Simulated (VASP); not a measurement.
# Se (I4/mmm) in VASP: a series of runs

Runs on Se. Level: LDA. Tasks: single point.

Program: VASP 6.6.1. These are calculated values, not measurements. Logs are shortened: lines on timing, memory, paths and dates and some standing lists are left out, and cuts for length are marked.

## Step 1: The cell of the first run

It takes space group I4/mmm (No. 139, tetragonal). The conventional cell has a = 3.824 Å, b = 3.824 Å, c = 2.704 Å, α = 90.00°, β = 90.00°, γ = 90.00°. Se (site symmetry 4/mmm) has 10 Se at 2.70 to 3.02 Å within 3.6 Å.

## Step 2: Single point, LDA

Contents of INCAR:

```
SYSTEM = Se
PREC = Accurate
ENCUT = 520
EDIFF = 1E-7
ISMEAR = 0
SIGMA = 0.15
LREAL = .FALSE.
LASPH = .TRUE.
NELM = 60
ALGO = Normal
ISIF = 2
LWAVE = .FALSE.
LCHARG = .TRUE.
GGA = CA
LELF = .TRUE.
LVHAR = .TRUE.
NBANDS = 9
```

Contents of KPOINTS:

```
regular mesh
0
G
  22 22 22
  0 0 0
```

Contents of POSCAR:

```
Se
1.0
   -1.9121526786      1.9121526786      1.3518919438
    1.9121526786     -1.9121526786      1.3518919438
    1.9121526786      1.9121526786     -1.3518919438
Se
1
Direct
    0.0000000000      0.0000000000      0.0000000000
```

Potentials or basis: VASP PAW LDA potentials, release 64 (Se).

Command:

```
$ cat potpaw_LDA.64/Se/POTCAR > POTCAR
$ mpirun -np 1 vasp_std > vasp.out
```

OUTCAR:

```text
SYSTEM = Se
   PREC = Accurate
   ENCUT = 520
   EDIFF = 1E-7
   ISMEAR = 0
   LREAL = .FALSE.
   LASPH = .TRUE.
   NELM = 60
   ISIF = 2
   GGA = CA

 ion  position               nearest neighbor table
   1  0.000  0.000  0.000-

  LATTYP: Found a body centered tetragonal cell.
 ALAT       =     3.8243053572
 C/A-ratio  =     0.7070000000

  Lattice vectors:

 A1 = (  -1.9121526786,   1.9121526786,   1.3518919438)
 A2 = (   1.9121526786,  -1.9121526786,   1.3518919438)
 A3 = (   1.9121526786,   1.9121526786,  -1.3518919438)

Analysis of symmetry for initial positions (statically):
=====================================================================
 Subroutine PRICEL returns:
 Original cell was already a primitive cell.

 Routine SETGRP: Setting up the symmetry group for a
 body centered tetragonal supercell.

 Subroutine GETGRP returns: Found 16 space group operations
 (whereof 16 operations were pure point group operations)
 out of a pool of 16 trial point group operations.

The static configuration has the point symmetry D_4h.

Analysis of symmetry for dynamics (positions and initial velocities):
=====================================================================
 Subroutine PRICEL returns:
 Original cell was already a primitive cell.

 Routine SETGRP: Setting up the symmetry group for a
 body centered tetragonal supercell.

 Subroutine GETGRP returns: Found 16 space group operations
 (whereof 16 operations were pure point group operations)
 out of a pool of 16 trial point group operations.

The dynamic configuration has the point symmetry D_4h.

 Subroutine INISYM returns: Found 16 space group operations
 (whereof 16 operations are pure point group operations),
 and found     1 'primitive' translations

----------------------------------------------------------------------------------------

                                     Primitive cell

  volume of cell :      19.7718

  direct lattice vectors                    reciprocal lattice vectors
    -1.912152679  1.912152679  1.351891944     0.000000000  0.261485396  0.369852045
     1.912152679 -1.912152679  1.351891944     0.261485396  0.000000000  0.369852045
     1.912152679  1.912152679 -1.351891944     0.261485396  0.261485396  0.000000000

  length of vectors
     3.023287542  3.023287542  3.023287542     0.452951595  0.452951595  0.369796193

  position of ions in fractional coordinates (direct lattice)
     0.000000000  0.000000000  0.000000000

  ion indices of the primitive-cell ions
   primitive index   ion index
                 1           1

----------------------------------------------------------------------------------------

 KPOINTS: regular mesh

Automatic generation of k-mesh.
 Grid dimensions read from file:
 generate k-points for:   22   22   22

 Generating k-lattice:

  Cartesian coordinates                     Fractional coordinates (reciprocal lattice)
     0.000000000  0.011885700  0.016811457     0.045454545  0.000000000  0.000000000
     0.011885700  0.000000000  0.016811457     0.000000000  0.045454545  0.000000000
     0.011885700  0.011885700  0.000000000     0.000000000  0.000000000  0.045454545

  Length of vectors
     0.020588709  0.020588709  0.016808918

  Shift w.r.t. Gamma in fractional coordinates (k-lattice)
     0.000000000  0.000000000  0.000000000

 Subroutine IBZKPT returns following result:
 ===========================================

 Found    834 irreducible k-points:

 Following reciprocal coordinates:
            Coordinates               Weight
  0.000000  0.000000  0.000000      1.000000
  0.045455  0.000000 -0.000000      8.000000
  0.090909  0.000000 -0.000000      8.000000
  0.136364  0.000000 -0.000000      8.000000
  0.181818  0.000000  0.000000      8.000000
  0.227273  0.000000  0.000000      8.000000
[... 16 lines left out ...]
  0.500000  0.045455 -0.000000     16.000000
 -0.454545  0.045455 -0.000000     16.000000
 [... further k-points ...]
   k-points           NKPTS =    834   k-points in BZ     NKDIM =    834   number of bands    NBANDS=      9
   number of dos      NEDOS =    301   number of ions     NIONS =      1
   total plane-waves  NPLWV =  13824
   dimension x,y,z NGX =    24 NGY =   24 NGZ =   24
   dimension x,y,z NGXF=    48 NGYF=   48 NGZF=   48
   ions per type =               1
   NGX,Y,Z   is equivalent  to a cutoff of  13.20, 13.20, 13.20 a.u.
   NGXF,Y,Z  is equivalent  to a cutoff of  26.39, 26.39, 26.39 a.u.
 SYSTEM =  Se
   PREC   = accura    normal or accurate (medium, high low for compatibility)
   ISTART =      0    job   : 0-new  1-cont  2-samecut
   ICHARG =      2    charge: 1-file 2-atom 10-const
   ISPIN  =      1    spin polarized calculation?
   LNONCOLLINEAR =      F non collinear calculations
   LSORBIT =      F    spin-orbit coupling
   LASPH  =      T    aspherical Exc in radial PAW
   ENCUT  =  520.0 eV  38.22 Ry    6.18 a.u.   5.62  5.62  5.62*2*pi/ulx,y,z
   NELM   =     60;   NELMIN=  2; NELMDL= -5     # of ELM steps
   EDIFF  = 0.1E-06   stopping-criterion for ELM
   LREAL  =      F    real-space projection
   EDIFFG = 0.1E-05   stopping-criterion for IOM
   NSW    =      0    number of steps for IOM
   IBRION =     -1    ionic relax: 0-MD 1-quasi-New 2-CG
   NFREE  =      0    steps in history (QN), initial steepest desc. (CG)
   ISIF   =      2    stress and relaxation
   ISYM   =      2    0-nonsym 1-usesym 2-fastsym
   POTIM  = 0.5000    time-step for ionic-motion
   TEBEG  =    0.0;   TEEND  =   0.0 temperature during run
   PSTRESS=    0.0 pullay stress
   NELECT =       6.0000    total number of electrons
   NUPDOWN=      -1.0000    fix difference up-down
   EMIN   =  10.00;   EMAX   =-10.00  energy-range for DOS
   EFERMI =   0.00;   METHOD = LEGACY
   ISMEAR =     0;   SIGMA  =   0.15  broadening in eV -4-tet -1-fermi 0-gaus
   EFERMI_NEDOS =   21; number of points for ismear=-14 and -15
   IALGO  =     38    algorithm
   IMIX   =      4    mixing-type and parameters
     AMIX     =   0.40;   BMIX     =  1.00
     AMIX_MAG =   1.60;   BMIX_MAG =  1.00
  volume/ion in A,a.u.               =      19.77       133.43
  Fermi-wavevector in a.u.,A,eV,Ry     =   1.100127  2.078939 16.466855  1.210280
  Thomas-Fermi vector in A             =   2.236533
   LORBIT       =      0    0 simple, 1 ext, 2 COOP (PROOUT), +10 PAW based schemes
   GGA     = CA    functional components
   LHFCALC =     F    Hartree Fock is set to
   AEXX    =    0.0000 exact exchange contribution
   IVDW    =     0    specifies the selected vdW correction
   LEPSILON=     F    determine dielectric tensor
   LRPA    =     F    only Hartree local field effects (RPA)
 non-spin polarized calculation
 Gauss-broadening in eV      SIGMA  =   0.15
  energy-cutoff  :      520.00
  volume of cell :       19.77
 maximum number of plane-waves:       554
   NGX = 11   NGY = 11   NGZ = 11

 number of electron       6.0000000 magnetization

 Free energy of the ion-electron system (eV)
  ---------------------------------------------------
  ext. energy  EPLUGINS =         0.00000000
  ---------------------------------------------------
  free energy    TOTEN  =        -3.61317175 eV

  energy without entropy =       -3.60269403  energy(sigma->0) =       -3.60793289

 E-fermi :   5.9715     XC(G=0): -10.8495

 val. band max:        5.9682164884   @ k =  -0.2727  -0.2727   0.0909
 cond. band min:       5.9727255503   @ k =  -0.0909   0.1364   0.0909
 fundamental gap:      0.0045090619
 Fermi energy:         5.9715104573

 k-point     1 :       0.0000    0.0000    0.0000
  band No.  band energies     occupation
      1     -10.6590      2.00000
      2       7.6005      0.00000
      3       7.6005      0.00000
      4      11.2689      0.00000
      5      14.5234      0.00000
      6      14.5445      0.00000
      7      20.8450      0.00000
      8      22.7973      0.00000
      9      22.7973      0.00000

 k-point     2 :       0.0455    0.0000   -0.0000
  band No.  band energies     occupation
      1     -10.6035      2.00000
      2       7.5208      0.00000
      3       7.5271      0.00000
      4      10.9571      0.00000
      5      14.6699      0.00000
      6      14.6897      0.00000
      7      21.1154      0.00000
      8      21.8538      0.00000
      9      21.8550      0.00000

 k-point     3 :       0.0909    0.0000   -0.0000
  band No.  band energies     occupation
      1     -10.4375      2.00000
      2       7.2952      0.00000
      3       7.3296      0.00000
      4      10.1358      0.00000
      5      15.0626      0.00000
      6      15.0770      0.00000
      7      20.3830      0.00000
      8      20.5874      0.00000
      9      22.0492      0.00000

 k-point     4 :       0.1364    0.0000   -0.0000
  band No.  band energies     occupation
      1     -10.1624      2.00000
      2       6.9335      0.00000
      3       7.0583      0.00000
      4       9.0442      0.00000
      5      15.5383      0.00000
      6      15.5432      0.00000
      7      19.2532      0.00000
      8      19.5808      0.00000
      9      23.2053      0.00000

 k-point     5 :       0.1818    0.0000    0.0000
  band No.  band energies     occupation
      1      -9.7808      2.00000
      2       6.3500      0.00036
      3       6.7634      0.00000
      4       7.9773      0.00000
      5      15.6653      0.00000
      6      15.7646      0.00000
      7      18.7519      0.00000
      8      19.1794      0.00000
      9      23.1820      0.00000

 k-point     6 :       0.2273    0.0000    0.0000
  band No.  band energies     occupation
      1      -9.2975      2.00000
      2       5.3553      2.00000
      3       6.4808      0.00000
      4       7.2632      0.00000
      5      15.1377      0.00000
      6      15.4320      0.00000
      7      19.1656      0.00000
      8      19.6541      0.00000
      9      22.6209      0.00000
[... 169 lines left out ...]
 k-point    21 :       0.4091    0.0455   -0.0000
  band No.  band energies     occupation
      1      -6.1865      2.00000
      2      -0.3839      2.00000
      3       5.7100      1.98633
      4       6.3609      0.00024
      5      12.2100      0.00000
      6      13.0423      0.00000
      7      20.3454      0.00000
      8      23.0097      0.00000
      9      25.6838      0.00000

 k-point    22 :       0.4545    0.0455   -0.0000
  band No.  band energies     occupation
      1      -5.8223      2.00000
      2      -0.8776      2.00000
      3       5.5905      1.99967
      4       6.2826      0.00336
      5      12.0902      0.00000
      6      12.9861      0.00000
      7      20.5611      0.00000
      8      22.7510      0.00000
      9      27.2843      0.00000

 k-point    23 :       0.5000    0.0455   -0.0000
  band No.  band energies     occupation
      1      -5.9289      2.00000
      2      -0.7214      2.00000
      3       5.4889      1.99999
      4       6.2657      0.00554
      5      12.1630      0.00000
      6      13.1105      0.00000
      7      20.8804      0.00000
      8      22.4786      0.00000
      9      27.5682      0.00000

 k-point    24 :      -0.4545    0.0455   -0.0000
  band No.  band energies     occupation
      1      -6.4377      2.00000
      2       0.0136      2.00000
      3       5.4255      2.00000
      4       6.3032      0.00177
      5      12.4266      0.00000
      6      13.4050      0.00000
      7      21.2805      0.00000
      8      22.2617      0.00000
      9      26.0300      0.00000

 [... further k-points ...]

------------------------ aborting loop because EDIFF is reached ----------------------------------------

  FORCE on cell =-STRESS in cart. coord.  units (eV):
  Direction    XX          YY          ZZ          XY          YZ          ZX
  --------------------------------------------------------------------------------------
  -------------------------------------------------------------------------------------
  Total        0.0080559      0.0080559      0.3204277      0.0000000      0.0000000      0.0000000
  in kB        0.6527969      0.6527969     25.9653140      0.0000000      0.0000000      0.0000000
  external PRESSURE =       9.0903026 kB  Pullay stress =       0.0000000 kB

 VOLUME and BASIS-vectors are now :
 -----------------------------------------------------------------------------
  energy-cutoff  :      520.00
  volume of cell :       19.77
      direct lattice vectors                 reciprocal lattice vectors
    -1.912152679  1.912152679  1.351891944     0.000000000  0.261485396  0.369852045
     1.912152679 -1.912152679  1.351891944     0.261485396  0.000000000  0.369852045
     1.912152679  1.912152679 -1.351891944     0.261485396  0.261485396  0.000000000

 POSITION                                       TOTAL-FORCE (eV/Angst)
 -----------------------------------------------------------------------------------
      0.00000      0.00000      0.00000        -0.000000      0.000000      0.000000
 -----------------------------------------------------------------------------------
    total drift:                                0.000000     -0.000000     -0.000000

  FREE ENERGIE OF THE ION-ELECTRON SYSTEM (eV)
  ---------------------------------------------------
  free  energy   TOTEN  =        -3.6131717476 eV

  energy  without entropy=       -3.6026940301  energy(sigma->0) =       -3.60793289
```

Wall time 2.2 min (1 thread of Intel Xeon 8259CL, shared host); peak memory 0.25 GiB.

Results:

| Property | Result |
| --- | --- |
| Free energy | -3.6132 eV |
| Pressure | 0.9 GPa |
| Band gap on the k mesh | zero (bands 3 and 4 overlap by 6.49 eV) |

Stress tensor (GPa, compression positive):
```
0.07 0.00 0.00
0.00 0.07 0.00
0.00 0.00 2.60
```

## Step 3: Single point, LDA

Contents of INCAR:

```
PREC = Accurate ; ENCUT = 520
EDIFF = 1E-6 ; ISMEAR = 0
SIGMA = 0.15 ; LREAL = False
LASPH = True ; NELM = 100
ALGO = Normal ; ISIF = 2
LWAVE = False ; LCHARG = True
GGA = CA ; LELF = True
LVHAR = True ; NBANDS = 9
```

Contents of KPOINTS:

```
regular mesh
0
Gamma
  22 22 22
```

Contents of POSCAR:

```
Se
1.0
   -1.7982748160      1.7982748160      1.5285335936
    1.7982748160     -1.7982748160      1.5285335936
    1.7982748160      1.7982748160     -1.5285335936
Se
1
Direct
    0.0000000000      0.0000000000      0.0000000000
```

Potentials or basis: VASP PAW LDA potentials, release 64 (Se).

Command:

```
$ cat potpaw_LDA.64/Se/POTCAR > POTCAR
$ mpirun -np 1 vasp_std > vasp.out
```

Run time: 2 min. Hardware: 1 thread of Intel Xeon 8259CL, shared host; peak memory 0.25 GiB.

It converged, with:

| Quantity | Value |
| --- | --- |
| Free energy | -3.6530 eV |
| Pressure | -2.7 GPa |
| Band gap on the k mesh | zero (bands 3 and 4 overlap by 6.07 eV) |

Stress tensor (GPa, compression positive):
```
-4.96  0.00  0.00
 0.00 -4.96  0.00
 0.00  0.00  1.85
```

Levels at points of the mesh, in eV from the Fermi level:
```
           k point  band 1  band 2  band 3  band 4  band 5  band 6  band 7  band 8
(0.00, 0.00, 0.00)  -16.44    2.68    2.68    3.62   10.46   10.81   13.98   13.98
(0.50, 0.00, 0.00)  -12.48   -6.78   -0.34    1.30    6.29    7.46   16.70   16.96
(0.50, 0.50, 0.00)  -13.39   -7.12    1.30    3.13    8.52   10.64   15.05   15.95
(0.50, 0.50, 0.50)  -10.73   -4.19   -4.19   -1.24    3.28    5.20   22.90   22.90
```

Caveat: the stress differs along the axes, from -5 to 2 GPa.

## Step 4: Single point, LDA

Contents of INCAR:

```
SYSTEM = Se
ALGO     = Normal         ! electronic algorithm
EDIFF    = 1E-6           ! SCF threshold, eV
ENCUT    = 520            ! plane-wave cutoff, eV
GGA      = CA             ! functional
ISIF     = 2              ! what is computed and relaxed
ISMEAR   = 0              ! smearing method
LASPH    = .True.         ! aspherical terms in the spheres
LCHARG   = .False.        ! write CHGCAR
LREAL    = .False.        ! projectors in reciprocal space
LWAVE    = .False.        ! write WAVECAR
NBANDS   = 9              ! bands
NELM     = 60             ! most SCF steps
PREC     = Accurate       ! precision mode
SIGMA    = 0.15           ! smearing width, eV
```

Contents of KPOINTS:

```
k-points
0
Gamma
  22 22 22
  0 0 0
```

Contents of POSCAR:

```
Se
1.0
   -1.6030065200      1.6030065200      1.9236078240
    1.6030065200     -1.6030065200      1.9236078240
    1.6030065200      1.6030065200     -1.9236078240
Se
1
Direct
    0.0000000000      0.0000000000      0.0000000000
```

Command:

```
$ cat potpaw_LDA.64/Se/POTCAR > POTCAR
$ mpirun -np 1 vasp_std > vasp.out
```

It took 1.9 min on 1 thread of Intel Xeon 8259CL, shared host; peak memory 0.25 GiB.

It converged, with:

- Free energy: -3.6327 eV
- Pressure: -3.3 GPa
- Band gap on the k mesh: zero (bands 3 and 4 overlap by 6.18 eV)

Stress tensor (GPa, compression positive):
```
-0.61  0.00  0.00
 0.00 -0.61  0.00
 0.00  0.00 -8.70
```

Levels at points of the mesh, in eV from the Fermi level:
```tsv
k point	band 1	band 2	band 3	band 4	band 5	band 6
(0.00, 0.00, 0.00)	-16.37	3.01	3.09	3.09	11.29	11.82
(0.50, 0.00, 0.00)	-12.98	-6.97	0.79	2.47	7.83	9.62
(0.50, 0.50, 0.00)	-12.24	-6.50	-0.74	0.55	5.60	6.61
(0.50, 0.50, 0.50)	-10.75	-5.06	-2.16	-2.16	3.87	4.83
```

Caveat: the stress differs along the axes, from -9 to -1 GPa.

## Step 5: The runs side by side

```csv
cell,gap on the mesh (eV),pressure (GPa)
"a = 3.023 Å, angles 101.5, 101.5, 126.9°, 1 atom",none,0.9
"a = 2.967 Å, angles 105.4, 105.4, 118.0°, 1 atom",none,-2.7
"a = 2.973 Å, angles 114.7, 114.7, 99.4°, 1 atom",none,-3.3
```

Alike in all rows: task single point; level LDA; potentials or basis VASP PAW LDA potentials, release 64 (Se); no spin polarisation; k mesh 22 × 22 × 22; cutoff (eV) 520; smearing gaussian 0.15 eV.

Caveats: the stress differs along the axes, from -5 to 2 GPa (at least some runs); the stress differs along the axes, from -9 to -1 GPa (at least some runs).

Total energies depend on the potentials used, so only differences within one code and one set of settings carry meaning.
